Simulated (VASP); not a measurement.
Set up this calculation in VASP 6.6.1, as the native input.

- Task: single point
- Functional: PBE
- Potentials or basis: VASP PAW PBE potentials, release 64 (Zn, Se)
- Cutoff: 500 eV
- k mesh: 8 × 8 × 8
- Occupations: gaussian, width 0.01 eV
- Spin: no spin polarisation
- Dipole correction: no
- Further INCAR settings: ALGO = Normal; EDIFF = 1e-06; NBANDS = 16

The structure of ZnSe lies in POSCAR:

```
ZnSe
1.0
    0.0000000000      2.8338000000      2.8338000000
    2.8338000000      0.0000000000      2.8338000000
    2.8338000000      2.8338000000      0.0000000000
Zn Se
1 1
Direct
    0.0000000000      0.0000000000      0.0000000000
    0.7500000000      0.7500000000      0.7500000000
```

The input as run:

INCAR

```
  PREC = Accurate
  ENCUT = 500
  EDIFF = 1E-6
  ISMEAR = 0
  SIGMA = 0.01
  LREAL = F
  LASPH = T
  NELM = 120
  ALGO = Normal
  ISIF = 2
  LWAVE = F
  LCHARG = F
  GGA = PE
  NBANDS = 16
  GGA_COMPAT = F
```

KPOINTS

```
Automatic mesh
0
Gamma
  8 8 8
```

Potentials or basis: VASP PAW PBE potentials, release 64 (Zn, Se).

The run is started by

```sh
$ cat potpaw_PBE.64/Zn/POTCAR potpaw_PBE.64/Se/POTCAR > POTCAR
$ mpirun -np 1 vasp_std > vasp.out
```

Results of the run:

The pressure is 2.3 GPa and the band gap on the k mesh is 1.29 eV.

Wall time 25 s on 1 thread of AMD EPYC 7R43 64-Core Processor (Zen 3), on a shared host, peak memory 0.14 GiB.
